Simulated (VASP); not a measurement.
# Rh (P6_3/mmc) in VASP: further runs, part 2 of 2

VASP 6.6.1. Earlier steps stand in the parts before.

### Step 3. Single point, r2SCAN

This run uses another cell than the first one, of 13.54 Å³/atom, 1.029 times its volume.

File POSCAR:

```
Rh
1.0
    2.6815395994      0.0000000000      0.0000000000
   -1.3407697997      2.3222833220      0.0000000000
    0.0000000000      0.0000000000      4.3483186624
Rh
2
Direct
    0.6666666667      0.3333333333      0.7500000000
    0.3333333333      0.6666666667      0.2500000000
```

File INCAR.step1:

```
SYSTEM = Rh
  PREC = Accurate
  ENCUT = 520
  ISMEAR = -1
  SIGMA = 0.2
  LREAL = .FALSE.
  LASPH = .TRUE.
  NELM = 60
  NBANDS = 22
  GGA = PE
  ALGO = Normal
  EDIFF = 1E-4
  LWAVE = .TRUE.
  LCHARG = .FALSE.
```

File INCAR.step2:

```
SYSTEM = Rh
  PREC = Accurate
  ENCUT = 520
  EDIFF = 1E-6
  ISMEAR = -1
  SIGMA = 0.2
  LREAL = .FALSE.
  LASPH = .TRUE.
  NELM = 60
  ALGO = Normal
  ISIF = 2
  LWAVE = .FALSE.
  LCHARG = .FALSE.
  METAGGA = R2SCAN
  LMIXTAU = .TRUE.
  NBANDS = 22
  ISTART = 1
```

File KPOINTS:

```
Automatic mesh
0
G
  10 10 5
  0 0 0
```

Potentials or basis: VASP PAW PBE potentials, release 64 (Rh_pv).

Started as:

```console
$ cat potpaw_PBE.64/Rh_pv/POTCAR > POTCAR
$ cp INCAR.step1 INCAR
$ mpirun -np 1 vasp_std > vasp.out
$ cp INCAR.step2 INCAR
$ mpirun -np 1 vasp_std > vasp.out
```

It used 110 s of CPU time on 1 thread of AMD EPYC 7R13 Processor (Zen 3) (shared host).

The run converged. Its results:

| Item | Value |
| --- | --- |
| Free energy | -48.3735 eV |
| Pressure | 8.0 GPa |
| Band gap on the k mesh | zero (band 15 reaches 12.79 eV, above the bottom of band 16 at 10.35 eV) |

Stress tensor (GPa, compression positive):
```
8.28 0.00 0.00
0.00 8.28 0.00
0.00 0.00 7.49
```

Levels at points of the mesh, in eV from the Fermi level:
```
           k point  band 11  band 12  band 13  band 14  band 15  band 16  band 17  band 18  band 19  band 20
(0.00, 0.00, 0.00)    -3.20    -2.65    -2.65    -1.99    -1.99     0.18     0.18     0.87     9.23    16.68
(0.50, 0.00, 0.00)    -2.86    -2.34    -2.19     0.50     0.69     0.82     3.30     5.56    11.05    11.48
```

Caveat: the PAW data sets were made with another functional, which shifts forces and pressure a little.

### Step 4. Single point, r2SCAN

This run uses another cell than the first one, of 13.92 Å³/atom, 1.058 times its volume.

File POSCAR:

```
Rh
1.0
    2.7064855864      0.0000000000      0.0000000000
   -1.3532427932      2.3438871981      0.0000000000
    0.0000000000      0.0000000000      4.3887704613
Rh
2
Direct
    0.6666666667      0.3333333333      0.7500000000
    0.3333333333      0.6666666667      0.2500000000
```

File INCAR.step1:

```
SYSTEM = Rh
ALGO = Normal
EDIFF = 1E-4
ENCUT = 520
GGA = PE
ISMEAR = -1
LASPH = .True.
LCHARG = .False.
LREAL = .False.
LWAVE = .True.
NBANDS = 22
NELM = 100
PREC = Accurate
SIGMA = 0.2
```

File INCAR.step2:

```
SYSTEM = Rh
ALGO = Normal
EDIFF = 1E-6
ENCUT = 520
ISIF = 2
ISMEAR = -1
ISTART = 1
LASPH = .True.
LCHARG = .True.
LELF = .True.
LMIXTAU = .True.
LREAL = .False.
LVHAR = .True.
LWAVE = .False.
METAGGA = R2SCAN
NBANDS = 22
NELM = 100
PREC = Accurate
SIGMA = 0.2
```

File KPOINTS:

```
k-points
0
Gamma
  10 10 5
  0 0 0
```

Potentials or basis: VASP PAW PBE potentials, release 64 (Rh_pv).

Started as:

```console
$ cat potpaw_PBE.64/Rh_pv/POTCAR > POTCAR
$ cp INCAR.step1 INCAR
$ mpirun -np 1 vasp_std > vasp.out
$ cp INCAR.step2 INCAR
$ mpirun -np 1 vasp_std > vasp.out
```

OUTCAR:

```text
SYSTEM = Rh
   EDIFF = 1E-6
   ENCUT = 520
   ISIF = 2
   ISMEAR = -1
   ISTART = 1
   LASPH = .True.
   LREAL = .False.
   METAGGA = R2SCAN
   NELM = 100
   PREC = Accurate

 ion  position               nearest neighbor table
   1  0.667  0.333  0.750-   2 2.69   2 2.69   2 2.69   2 2.69   2 2.69   2 2.69
   2  0.333  0.667  0.250-   1 2.69   1 2.69   1 2.69   1 2.69   1 2.69   1 2.69

  LATTYP: Found a hexagonal cell.
 ALAT       =     2.7064855864
 C/A-ratio  =     1.6215754052

  Lattice vectors:

 A1 = (   2.7064855864,   0.0000000000,   0.0000000000)
[... 192 lines left out ...]
      5     -36.2177      2.00000
      6     -36.2177      2.00000
[... 589 lines left out ...]
     21      25.0848      0.00000
     22      26.9847      0.00000

 [... further k-points ...]
[... 5 lines left out ...]
  --------------------------------------------------------------------------------------
  -------------------------------------------------------------------------------------
  Total        0.0510236      0.0510236     -0.1145801      0.0000000      0.0000000      0.0000000
  in kB        2.9362698      2.9362747     -6.5937831      0.0000000      0.0000000      0.0000000
  external PRESSURE =      -0.2404128 kB  Pullay stress =       0.0000000 kB

 VOLUME and BASIS-vectors are now :
 -----------------------------------------------------------------------------
  energy-cutoff  :      520.00
  volume of cell :       27.84
      direct lattice vectors                 reciprocal lattice vectors
     2.706485586  0.000000000  0.000000000     0.369482847  0.213320846  0.000000000
    -1.353242793  2.343887198  0.000000000     0.000000000  0.426641692  0.000000000
     0.000000000  0.000000000  4.388770461     0.000000000  0.000000000  0.227854250

 POSITION                                       TOTAL-FORCE (eV/Angst)
 -----------------------------------------------------------------------------------
      1.35324      0.78130      3.29158        -0.000000      0.000000      0.000000
     -0.00000      1.56259      1.09719         0.000000     -0.000000      0.000000
 -----------------------------------------------------------------------------------
    total drift:                               -0.000000      0.000000     -0.000000

  FREE ENERGIE OF THE ION-ELECTRON SYSTEM (eV)
  ---------------------------------------------------
  free  energy   TOTEN  =       -48.3923901723 eV

  energy  without entropy=      -47.9808116451  energy(sigma->0) =      -48.18660091
```

OUTCAR.step1:

```text
SYSTEM = Rh
   EDIFF = 1E-4
   ENCUT = 520
   GGA = PE
   ISMEAR = -1
   LASPH = .True.
   LREAL = .False.
[... 823 lines left out ...]
      1.35324      0.78130      3.29158         0.000000     -0.000000      0.000000
     -0.00000      1.56259      1.09719        -0.000000      0.000000      0.000000
 -----------------------------------------------------------------------------------
    total drift:                               -0.000000      0.000000     -0.000000

  FREE ENERGIE OF THE ION-ELECTRON SYSTEM (eV)
  ---------------------------------------------------
  free  energy   TOTEN  =       -14.6543921646 eV

  energy  without entropy=      -14.2320949551  energy(sigma->0) =      -14.44324356
```

It used 200 s of CPU time on 1 thread of AMD EPYC 7R13 Processor (Zen 3), on a shared host.

Results:

```yaml
Free_energy: -48.3924 eV
Pressure: 0.0 GPa
Band_gap_on_the_k_mesh: zero (band 15 reaches 12.24 eV, above the bottom of band 16 at 9.91 eV)
```

Caveat: the PAW data sets were made with another functional, which shifts forces and pressure a little.

### Step 5. Single point, r2SCAN

This run uses another cell than the first one, of 14.30 Å³/atom, 1.087 times its volume.

File POSCAR:

```
Rh
1.0
    2.7309800000      0.0000000000      0.0000000000
   -1.3654900000      2.3651000000      0.0000000000
    0.0000000000      0.0000000000      4.4284900000
Rh
2
Direct
    0.6666666667      0.3333333333      0.7500000000
    0.3333333333      0.6666666667      0.2500000000
```

File INCAR.step1:

```
PREC = Accurate
ENCUT = 520
ISMEAR = -1
SIGMA = 0.2
LREAL = False
LASPH = True
NELM = 60
NBANDS = 22
GGA = PE
ALGO = Normal
EDIFF = 1E-4
LWAVE = True
LCHARG = False
```

File INCAR.step2:

```
PREC = Accurate
ENCUT = 520
EDIFF = 1E-6
ISMEAR = -1
SIGMA = 0.2
LREAL = False
LASPH = True
NELM = 60
ALGO = Normal
ISIF = 2
LWAVE = False
LCHARG = False
METAGGA = R2SCAN
LMIXTAU = True
NBANDS = 22
ISTART = 1
```

File KPOINTS:

```
Automatic mesh
0
Gamma
  10 10 5
```

Started as:

```console
$ cat potpaw_PBE.64/Rh_pv/POTCAR > POTCAR
$ cp INCAR.step1 INCAR
$ mpirun -np 1 vasp_std > vasp.out
$ cp INCAR.step2 INCAR
$ mpirun -np 1 vasp_std > vasp.out
```

It used 120 s of CPU time on 1 thread of AMD EPYC 7R13 Processor (Zen 3) (shared host).

The run converged. Its results:

- Free energy: -48.3761 eV
- Pressure: -6.8 GPa
- Band gap on the k mesh: zero (band 15 reaches 11.72 eV, above the bottom of band 16 at 9.50 eV)

Stress tensor (GPa, compression positive):
```
-6.47  0.00  0.00
 0.00 -6.47  0.00
 0.00  0.00 -7.54
```

Levels at points of the mesh, in eV from the Fermi level:
| k point | band 11 | band 12 | band 13 | band 14 | band 15 | band 16 | band 17 | band 18 | band 19 | band 20 |
| --- | --- | --- | --- | --- | --- | --- | --- | --- | --- | --- |
| (0.00, 0.00, 0.00) | -2.92 | -2.42 | -2.42 | -1.82 | -1.82 | 0.17 | 0.17 | 0.93 | 8.67 | 16.69 |
| (0.50, 0.00, 0.00) | -2.62 | -2.15 | -2.00 | 0.45 | 0.63 | 0.75 | 3.12 | 5.26 | 10.62 | 11.03 |

Caveat: the PAW data sets were made with another functional, which shifts forces and pressure a little.

### Step 6. Overview

| cell | gap on the mesh (eV) | pressure (GPa) |
| --- | --- | --- |
| a = 2.656, b = 2.656, c = 4.307 Å, angles 90.0, 90.0, 120.0°, 2 atoms | none | 17.6 |
| a = 2.682, b = 2.682, c = 4.348 Å, angles 90.0, 90.0, 120.0°, 2 atoms | none | 8.0 |
| a = 2.706, b = 2.706, c = 4.389 Å, angles 90.0, 90.0, 120.0°, 2 atoms | none | 0.0 |
| a = 2.731, b = 2.731, c = 4.428 Å, angles 90.0, 90.0, 120.0°, 2 atoms | none | -6.8 |

Alike in all rows: task single point; level r2SCAN; potentials or basis VASP PAW PBE potentials, release 64 (Rh_pv); no spin polarisation; k mesh 10 × 10 × 5; cutoff (eV) 520; smearing fermi-dirac 0.2 eV.

Caveats: the PAW data sets were made with another functional, which shifts forces and pressure a little.

Absolute energies hang on the potentials; compare differences alone.
